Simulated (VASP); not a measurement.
Set up this calculation in VASP 6.6.1, as the native input.

```yaml
Task: relaxation of the atoms
Functional: PBE
Potentials_or_basis: VASP PAW PBE potentials, release 64 (Ta_sv_GW, C)
Cutoff: 520 eV
k_mesh: 1 × 1 × 1
Occupations: gaussian, width 0.1 eV
Spin: no spin polarisation
Dipole_correction: no
Second_run: valence_matched
Further_INCAR_settings: LREAL = Auto; ALGO = Normal; EDIFF = 1e-07; IBRION = 2; EDIFFG = -0.025; NSW = 65
```

The structure of Ta9C7 (a cell with a defect) lies in POSCAR:

```
Ta9C7
1.0
    0.0000000000      4.4754013011     -4.4754013011
    4.4754013011      4.4754013011      0.0000000000
    4.4754013011      0.0000000000     -4.4754013011
Ta C
9 7
Direct
    0.5000000000      0.5000000000      0.0000000000
    0.5000000000      0.0000000000      0.0000000000
    1.0000000000      0.5000000000      0.0000000000
    1.0000000000      0.0000000000      0.0000000000
    0.5000000000      0.5000000000      0.5000000000
    0.5000000000      0.0000000000      0.5000000000
    1.0000000000      0.5000000000      0.5000000000
    1.0000000000      0.0000000000      0.5000000000
    0.2500000000      0.7500000000      0.2500000000
    0.2500000000      0.2500000000      0.2500000000
    0.7500000000      0.7500000000      0.2500000000
    0.7500000000      0.2500000000      0.2500000000
    0.2500000000      0.7500000000      0.7500000000
    0.2500000000      0.2500000000      0.7500000000
    0.7500000000      0.7500000000      0.7500000000
    0.7500000000      0.2500000000      0.7500000000
```

The input as run:

INCAR

```
SYSTEM = Ta9C7
ALGO     = Normal         ! electronic algorithm
EDIFF    = 1E-7           ! SCF threshold, eV
EDIFFG   = -0.025         ! ionic threshold
ENCUT    = 520            ! plane-wave cutoff, eV
GGA      = PE             ! functional
GGA_COMPAT= .False.      
IBRION   = 2              ! ionic algorithm
ISIF     = 2              ! what is computed and relaxed
ISMEAR   = 0              ! smearing method
LASPH    = .True.         ! aspherical terms in the spheres
LCHARG   = .False.        ! write CHGCAR
LREAL    = Auto         
LWAVE    = .False.        ! write WAVECAR
NELM     = 120            ! most SCF steps
NELMIN   = 4            
NSW      = 65             ! ionic steps
PREC     = Accurate       ! precision mode
SIGMA    = 0.1            ! smearing width, eV
```

KPOINTS

```
k-points
0
Gamma
  1 1 1
  0 0 0
```

Potentials or basis: VASP PAW PBE potentials, release 64 (Ta_sv_GW, C).

Command:

```sh
$ cat potpaw_PBE.64/Ta_sv_GW/POTCAR potpaw_PBE.64/C/POTCAR > POTCAR
$ mpirun -np 1 vasp_gam > vasp.out
```

Results of the run:

| Item | Value |
| --- | --- |
| Energy gained by relaxing | 349.5 meV/atom |
| Ionic steps | 18 |
| Pressure after relaxing | 39.8 GPa |

Caveat: the k points lie up to 1.22 Å⁻¹ apart.

Run time: 8.6 min on 1 thread of Intel(R) Xeon(R) 6975P-C (Granite Rapids), with other jobs on the host, peak memory 0.34 GiB.
